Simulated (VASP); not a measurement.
# Ca (I4/mmm) in VASP: further runs, part 2 of 2

VASP 6.6.1. The steps go on from the part before.

## Step 4: Single point, PBE

INCAR

```
SYSTEM = Ca
ALGO     = Fast           ! electronic algorithm
EDIFF    = 1E-6           ! SCF threshold, eV
ENCUT    = 520            ! plane-wave cutoff, eV
GGA      = PE             ! functional
ISIF     = 2              ! what is computed and relaxed
ISMEAR   = 0              ! smearing method
LASPH    = .TRUE.         ! aspherical terms in the spheres
LCHARG   = .FALSE.        ! write CHGCAR
LREAL    = .FALSE.        ! projectors in reciprocal space
LWAVE    = .FALSE.        ! write WAVECAR
NBANDS   = 11             ! bands
NELM     = 100            ! most SCF steps
PREC     = Accurate       ! precision mode
SIGMA    = 0.15           ! smearing width, eV
```

KPOINTS

```
k-points
0
G
  16 16 16
  0 0 0
```

POSCAR

```
Ca
1.0
   -2.3646945100      2.3646945100      2.0099903335
    2.3646945100     -2.3646945100      2.0099903335
    2.3646945100      2.3646945100     -2.0099903335
Ca
1
Direct
    0.0000000000      0.0000000000      0.0000000000
```

Potentials or basis: VASP PAW PBE potentials, release 64 (Ca_sv).

On the command line:

```bash
cat potpaw_PBE.64/Ca_sv/POTCAR > POTCAR
mpirun -np 1 vasp_std > vasp.out
```

OUTCAR:

```text
SYSTEM = Ca
   EDIFF = 1E-6
   ENCUT = 520
   GGA = PE
   ISIF = 2
   ISMEAR = 0
   LASPH = .TRUE.
   LREAL = .FALSE.
   NELM = 100
   PREC = Accurate

 ion  position               nearest neighbor table
   1  0.000  0.000  0.000-

  LATTYP: Found a body centered tetragonal cell.
 ALAT       =     4.7293890200
 C/A-ratio  =     0.8500000000

  Lattice vectors:

 A1 = (  -2.3646945100,   2.3646945100,   2.0099903335)
 A2 = (   2.3646945100,  -2.3646945100,   2.0099903335)
 A3 = (   2.3646945100,   2.3646945100,  -2.0099903335)

Analysis of symmetry for initial positions (statically):
=====================================================================
 Subroutine PRICEL returns:
 Original cell was already a primitive cell.

 Routine SETGRP: Setting up the symmetry group for a
 body centered tetragonal supercell.

 Subroutine GETGRP returns: Found 16 space group operations
 (whereof 16 operations were pure point group operations)
 out of a pool of 16 trial point group operations.

The static configuration has the point symmetry D_4h.

Analysis of symmetry for dynamics (positions and initial velocities):
=====================================================================
 Subroutine PRICEL returns:
 Original cell was already a primitive cell.

 Routine SETGRP: Setting up the symmetry group for a
 body centered tetragonal supercell.

 Subroutine GETGRP returns: Found 16 space group operations
 (whereof 16 operations were pure point group operations)
 out of a pool of 16 trial point group operations.

The dynamic configuration has the point symmetry D_4h.

 Subroutine INISYM returns: Found 16 space group operations
 (whereof 16 operations are pure point group operations),
 and found     1 'primitive' translations

----------------------------------------------------------------------------------------

                                     Primitive cell

  volume of cell :      44.9577

  direct lattice vectors                    reciprocal lattice vectors
    -2.364694510  2.364694510  2.009990333     0.000000000  0.211443803  0.248757415
     2.364694510 -2.364694510  2.009990333     0.211443803  0.000000000  0.248757415
     2.364694510  2.364694510 -2.009990333     0.211443803  0.211443803  0.000000000

  length of vectors
     3.901745942  3.901745942  3.901745942     0.326479300  0.326479300  0.299026694

  position of ions in fractional coordinates (direct lattice)
     0.000000000  0.000000000  0.000000000

  ion indices of the primitive-cell ions
   primitive index   ion index
                 1           1

----------------------------------------------------------------------------------------

 KPOINTS: k-points

Automatic generation of k-mesh.
 Grid dimensions read from file:
 generate k-points for:   16   16   16

 Generating k-lattice:

  Cartesian coordinates                     Fractional coordinates (reciprocal lattice)
     0.000000000  0.013215238  0.015547338     0.062500000  0.000000000  0.000000000
     0.013215238  0.000000000  0.015547338     0.000000000  0.062500000  0.000000000
     0.013215238  0.013215238  0.000000000     0.000000000  0.000000000  0.062500000

  Length of vectors
     0.020404956  0.020404956  0.018689168

  Shift w.r.t. Gamma in fractional coordinates (k-lattice)
     0.000000000  0.000000000  0.000000000

 Subroutine IBZKPT returns following result:
 ===========================================

 Found    349 irreducible k-points:

 Following reciprocal coordinates:
            Coordinates               Weight
  0.000000  0.000000  0.000000      1.000000
  0.062500  0.000000 -0.000000      8.000000
  0.125000  0.000000 -0.000000      8.000000
  0.187500  0.000000 -0.000000      8.000000
  0.250000  0.000000 -0.000000      8.000000
  0.312500  0.000000  0.000000      8.000000
[... 16 lines left out ...]
 -0.125000  0.062500  0.000000     16.000000
 -0.062500  0.062500  0.000000      4.000000
 [... further k-points ...]
   k-points           NKPTS =    349   k-points in BZ     NKDIM =    349   number of bands    NBANDS=     11
   number of dos      NEDOS =    301   number of ions     NIONS =      1
   total plane-waves  NPLWV =  27000
   dimension x,y,z NGX =    30 NGY =   30 NGZ =   30
   dimension x,y,z NGXF=    60 NGYF=   60 NGZF=   60
   ions per type =               1
   NGX,Y,Z   is equivalent  to a cutoff of  12.78, 12.78, 12.78 a.u.
   NGXF,Y,Z  is equivalent  to a cutoff of  25.56, 25.56, 25.56 a.u.
 SYSTEM =  Ca
   PREC   = accura    normal or accurate (medium, high low for compatibility)
   ISTART =      0    job   : 0-new  1-cont  2-samecut
   ICHARG =      2    charge: 1-file 2-atom 10-const
   ISPIN  =      1    spin polarized calculation?
   LNONCOLLINEAR =      F non collinear calculations
   LSORBIT =      F    spin-orbit coupling
   LASPH  =      T    aspherical Exc in radial PAW
   ENCUT  =  520.0 eV  38.22 Ry    6.18 a.u.   7.25  7.25  7.25*2*pi/ulx,y,z
   NELM   =    100;   NELMIN=  2; NELMDL= -5     # of ELM steps
   EDIFF  = 0.1E-05   stopping-criterion for ELM
   LREAL  =      F    real-space projection
   EDIFFG = 0.1E-04   stopping-criterion for IOM
   NSW    =      0    number of steps for IOM
   IBRION =     -1    ionic relax: 0-MD 1-quasi-New 2-CG
   NFREE  =      0    steps in history (QN), initial steepest desc. (CG)
   ISIF   =      2    stress and relaxation
   ISYM   =      2    0-nonsym 1-usesym 2-fastsym
   POTIM  = 0.5000    time-step for ionic-motion
   TEBEG  =    0.0;   TEEND  =   0.0 temperature during run
   PSTRESS=    0.0 pullay stress
   NELECT =      10.0000    total number of electrons
   NUPDOWN=      -1.0000    fix difference up-down
   EMIN   =  10.00;   EMAX   =-10.00  energy-range for DOS
   EFERMI =   0.00;   METHOD = LEGACY
   ISMEAR =     0;   SIGMA  =   0.15  broadening in eV -4-tet -1-fermi 0-gaus
   EFERMI_NEDOS =   21; number of points for ismear=-14 and -15
   IALGO  =     68    algorithm
   IMIX   =      4    mixing-type and parameters
     AMIX     =   0.40;   BMIX     =  1.00
     AMIX_MAG =   1.60;   BMIX_MAG =  1.00
  volume/ion in A,a.u.               =      44.96       303.39
  Fermi-wavevector in a.u.,A,eV,Ry     =   0.991913  1.874443 13.386649  0.983891
  Thomas-Fermi vector in A             =   2.123688
   LORBIT       =      0    0 simple, 1 ext, 2 COOP (PROOUT), +10 PAW based schemes
   GGA     = PE    functional components
   LHFCALC =     F    Hartree Fock is set to
   AEXX    =    0.0000 exact exchange contribution
   IVDW    =     0    specifies the selected vdW correction
   LEPSILON=     F    determine dielectric tensor
   LRPA    =     F    only Hartree local field effects (RPA)
 non-spin polarized calculation
 RMM-DIIS sequential band-by-band and
 Gauss-broadening in eV      SIGMA  =   0.15
  energy-cutoff  :      520.00
  volume of cell :       44.96
 maximum number of plane-waves:      1227
 NGX is ok and might be reduce to    30
   NGX = 15   NGY = 15   NGZ = 15

 number of electron      10.0000000 magnetization

 number of electron       9.9999998 magnetization

 Free energy of the ion-electron system (eV)
  ---------------------------------------------------
  ext. energy  EPLUGINS =         0.00000000
  ---------------------------------------------------
  free energy    TOTEN  =        -1.90431775 eV

  energy without entropy =       -1.89169313  energy(sigma->0) =       -1.89800544

 E-fermi :   1.7510     XC(G=0):  -7.5406

 val. band max:        1.7505702875   @ k =   0.3125   0.3125   0.1250
 cond. band min:       1.7510800002   @ k =  -0.3750   0.5000   0.3750
 fundamental gap:      0.0005097127
 Fermi energy:         1.7509772348

 k-point     1 :       0.0000    0.0000    0.0000
  band No.  band energies     occupation
      1     -40.4539      2.00000
      2     -21.3838      2.00000
      3     -21.3722      2.00000
      4     -21.3722      2.00000
      5      -2.1931      2.00000
      6       3.5228      0.00000
      7       4.2864      0.00000
      8       4.2864      0.00000
      9       4.4008      0.00000
     10       5.3012      0.00000
     11      10.9103      0.00000
[... 309 lines left out ...]
 k-point    24 :      -0.0625    0.0625    0.0000
  band No.  band energies     occupation
      1     -40.4536      2.00000
      2     -21.3848      2.00000
      3     -21.3764      2.00000
      4     -21.3720      2.00000
      5      -2.1330      2.00000
      6       3.5099      0.00000
      7       4.2619      0.00000
      8       4.3299      0.00000
      9       4.3577      0.00000
     10       5.2828      0.00000
     11      10.7105      0.00000

 [... further k-points ...]
[... 5 lines left out ...]
  --------------------------------------------------------------------------------------
  -------------------------------------------------------------------------------------
  Total       -0.3776057     -0.3776057     -0.0573748      0.0000000      0.0000000      0.0000000
  in kB      -13.4569000    -13.4569000     -2.0446911      0.0000000      0.0000000      0.0000000
  external PRESSURE =      -9.6528304 kB  Pullay stress =       0.0000000 kB

 VOLUME and BASIS-vectors are now :
 -----------------------------------------------------------------------------
  energy-cutoff  :      520.00
  volume of cell :       44.96
      direct lattice vectors                 reciprocal lattice vectors
    -2.364694510  2.364694510  2.009990333     0.000000000  0.211443803  0.248757415
     2.364694510 -2.364694510  2.009990333     0.211443803  0.000000000  0.248757415
     2.364694510  2.364694510 -2.009990333     0.211443803  0.211443803  0.000000000

 POSITION                                       TOTAL-FORCE (eV/Angst)
 -----------------------------------------------------------------------------------
      0.00000      0.00000      0.00000         0.000000      0.000000      0.000000
 -----------------------------------------------------------------------------------
    total drift:                               -0.000000     -0.000000      0.000000

  FREE ENERGIE OF THE ION-ELECTRON SYSTEM (eV)
  ---------------------------------------------------
  free  energy   TOTEN  =        -1.9043177511 eV

  energy  without entropy=       -1.8916931342  energy(sigma->0) =       -1.89800544
```

Run time: 78 s. Hardware: 1 thread of Intel Xeon 6975P-C (Granite Rapids), shared host; peak memory 0.29 GiB.

What came out:

```
Free energy            : -1.9043 eV
Pressure               : -1.0 GPa
Band gap on the k mesh : zero (band 5 reaches 2.07 eV, above the bottom of band 6 at 1.38 eV)
```

Stress tensor (GPa, compression positive):
```
-1.35  0.00  0.00
 0.00 -1.35  0.00
 0.00  0.00 -0.20
```

Levels at points of the mesh, in eV from the Fermi level:
```
           k point  band 2  band 3  band 4  band 5  band 6  band 7  band 8  band 9
(0.00, 0.00, 0.00)  -23.13  -23.12  -23.12   -3.94    1.77    2.54    2.54    2.65
(0.50, 0.00, 0.00)  -23.25  -23.16  -23.14   -0.72    0.16    1.07    3.08    3.85
(0.50, 0.50, 0.00)  -23.23  -23.16  -23.12   -1.13   -0.37    1.97    2.54    3.22
(0.50, 0.50, 0.50)  -23.21  -23.21  -23.19   -0.02    0.20    2.88    2.88    3.90
```

## Step 5: Single point, PBE

INCAR

```
SYSTEM = Ca
PREC = Accurate ; ENCUT = 520
EDIFF = 1E-6 ; ISMEAR = 0
SIGMA = 0.15 ; LREAL = .False.
LASPH = .True. ; NELM = 60
ALGO = Fast ; ISIF = 2
LWAVE = .False. ; LCHARG = .True.
GGA = PE ; LELF = .True.
LVHAR = .True. ; NBANDS = 11
```

KPOINTS

```
Automatic mesh
0
Gamma
  16 16 16
  0 0 0
```

POSCAR

```
Ca
1.0
   -2.1079207047      2.1079207047      2.5295048456
    2.1079207047     -2.1079207047      2.5295048456
    2.1079207047      2.1079207047     -2.5295048456
Ca
1
Direct
    0.0000000000      0.0000000000      0.0000000000
```

On the command line:

```bash
cat potpaw_PBE.64/Ca_sv/POTCAR > POTCAR
mpirun -np 1 vasp_std > vasp.out
```

Run time: 81 s. Hardware: 1 thread of Intel Xeon 6975P-C (Granite Rapids), shared host; peak memory 0.29 GiB.

The run converged. Its results:

```yaml
Free_energy: -1.9203 eV
Pressure: -1.0 GPa
Band_gap_on_the_k_mesh: zero (band 5 reaches 2.00 eV, above the bottom of band 6 at 1.55 eV)
```

Stress tensor (GPa, compression positive):
```
-1.11  0.00  0.00
 0.00 -1.11  0.00
 0.00  0.00 -0.77
```

Levels at points of the mesh, in eV from the Fermi level:
| k point | band 1 | band 2 | band 3 | band 4 | band 5 | band 6 | band 7 | band 8 | band 9 | band 10 |
| --- | --- | --- | --- | --- | --- | --- | --- | --- | --- | --- |
| (0.00, 0.00, 0.00) | -42.19 | -23.11 | -23.11 | -23.11 | -3.93 | 2.11 | 2.11 | 2.70 | 2.76 | 3.46 |
| (0.50, 0.00, 0.00) | -42.18 | -23.22 | -23.14 | -23.11 | -0.95 | -0.18 | 1.71 | 2.59 | 3.63 | 4.03 |
| (0.50, 0.50, 0.00) | -42.18 | -23.22 | -23.15 | -23.13 | -0.60 | 0.38 | 0.82 | 3.64 | 3.74 | 4.18 |
| (0.50, 0.50, 0.50) | -42.17 | -23.21 | -23.17 | -23.17 | -0.11 | 0.36 | 2.01 | 3.85 | 4.02 | 4.02 |

## Step 6: Single point, PBE

INCAR

```
SYSTEM = Ca
PREC     = Accurate       ! precision mode
ENCUT    = 520            ! plane-wave cutoff, eV
EDIFF    = 1E-6           ! SCF threshold, eV
ISMEAR   = 0              ! smearing method
SIGMA    = 0.15           ! smearing width, eV
LREAL    = .False.        ! projectors in reciprocal space
LASPH    = .True.         ! aspherical terms in the spheres
NELM     = 60             ! most SCF steps
ALGO     = Fast           ! electronic algorithm
ISIF     = 2              ! what is computed and relaxed
LWAVE    = .False.        ! write WAVECAR
LCHARG   = .True.         ! write CHGCAR
GGA      = PE             ! functional
LELF     = .True.         ! ELF
LVHAR    = .True.       
NBANDS   = 11             ! bands
```

KPOINTS

```
regular mesh
0
Gamma
  16 16 16
  0 0 0
```

POSCAR

```
Ca
1.0
   -2.4334166995      2.4334166995      1.8980650256
    2.4334166995     -2.4334166995      1.8980650256
    2.4334166995      2.4334166995     -1.8980650256
Ca
1
Direct
    0.0000000000      0.0000000000      0.0000000000
```

Potentials or basis: VASP PAW PBE potentials, release 64 (Ca_sv).

On the command line:

```bash
cat potpaw_PBE.64/Ca_sv/POTCAR > POTCAR
mpirun -np 1 vasp_std > vasp.out
```

OUTCAR:

```text
SYSTEM = Ca
   PREC = Accurate
   ENCUT = 520
   EDIFF = 1E-6
   ISMEAR = 0
   LREAL = .False.
   LASPH = .True.
   NELM = 60
   ISIF = 2
   GGA = PE

 ion  position               nearest neighbor table
   1  0.000  0.000  0.000-

  LATTYP: Found a body centered tetragonal cell.
 ALAT       =     4.8668333990
 C/A-ratio  =     0.7800000000

  Lattice vectors:

 A1 = (  -2.4334166995,   2.4334166995,   1.8980650256)
 A2 = (   2.4334166995,  -2.4334166995,   1.8980650256)
 A3 = (   2.4334166995,   2.4334166995,  -1.8980650256)
[... 508 lines left out ...]
      3     -21.3893      2.00000
      4     -21.3853      2.00000
      5      -2.1381      2.00000
      6       3.2891      0.00000
      7       4.0000      0.00000
      8       4.5024      0.00000
      9       4.5583      0.00000
     10       5.3676      0.00000
     11      10.1529      0.00000

 [... further k-points ...]
[... 5 lines left out ...]
  --------------------------------------------------------------------------------------
  -------------------------------------------------------------------------------------
  Total       -0.5167135     -0.5167135      0.3713025      0.0000000     -0.0000000      0.0000000
  in kB      -18.4143469    -18.4143469     13.2322712      0.0000000     -0.0000000      0.0000000
  external PRESSURE =      -7.8654742 kB  Pullay stress =       0.0000000 kB

 VOLUME and BASIS-vectors are now :
 -----------------------------------------------------------------------------
  energy-cutoff  :      520.00
  volume of cell :       44.96
      direct lattice vectors                 reciprocal lattice vectors
    -2.433416699  2.433416699  1.898065026     0.000000000  0.205472413  0.263426170
     2.433416699 -2.433416699  1.898065026     0.205472413  0.000000000  0.263426170
     2.433416699  2.433416699 -1.898065026     0.205472413  0.205472413  0.000000000

 POSITION                                       TOTAL-FORCE (eV/Angst)
 -----------------------------------------------------------------------------------
      0.00000      0.00000      0.00000        -0.000000      0.000000      0.000000
 -----------------------------------------------------------------------------------
    total drift:                               -0.000000     -0.000000      0.000000

  FREE ENERGIE OF THE ION-ELECTRON SYSTEM (eV)
  ---------------------------------------------------
  free  energy   TOTEN  =        -1.8710962563 eV

  energy  without entropy=       -1.8591057085  energy(sigma->0) =       -1.86510098
```

stdout:

```text
POSCAR found type information on POSCAR Ca
 POSCAR found :  1 types and       1 ions
 scaLAPACK will be used
 LDA part: xc-table for (Slater+PW92), standard interpolation
 POSCAR, INCAR and KPOINTS ok, starting setup
 FFT: planning ... GRIDC
 FFT: planning ... GRID_SOFT
 FFT: planning ... GRID
 WAVECAR not read
 entering main loop
```

Wall time 81 s (1 thread of Intel Xeon 6975P-C (Granite Rapids), shared host); peak memory 0.29 GiB.

What came out:

```
Free energy            : -1.8711 eV
Pressure               : -0.8 GPa
Band gap on the k mesh : zero (band 5 reaches 2.09 eV, above the bottom of band 6 at 1.24 eV)
```

## Step 7: Overview

```csv
cell,gap on the mesh (eV),pressure (GPa)
"a = 3.882 Å, angles 110.8, 110.8, 106.8°, 1 atom",none,-1.0
"a = 3.976 Å, angles 101.5, 101.5, 126.9°, 1 atom",none,-0.4
"a = 3.902 Å, angles 105.4, 105.4, 118.0°, 1 atom",none,-1.0
"a = 3.910 Å, angles 114.7, 114.7, 99.4°, 1 atom",none,-1.0
"a = 3.930 Å, angles 103.5, 103.5, 122.2°, 1 atom",none,-0.8
```

Alike in all rows: task single point; level PBE; potentials or basis VASP PAW PBE potentials, release 64 (Ca_sv); no spin polarisation; k mesh 16 × 16 × 16; cutoff (eV) 520; smearing gaussian 0.15 eV.

Absolute energies hang on the potentials; compare differences alone.
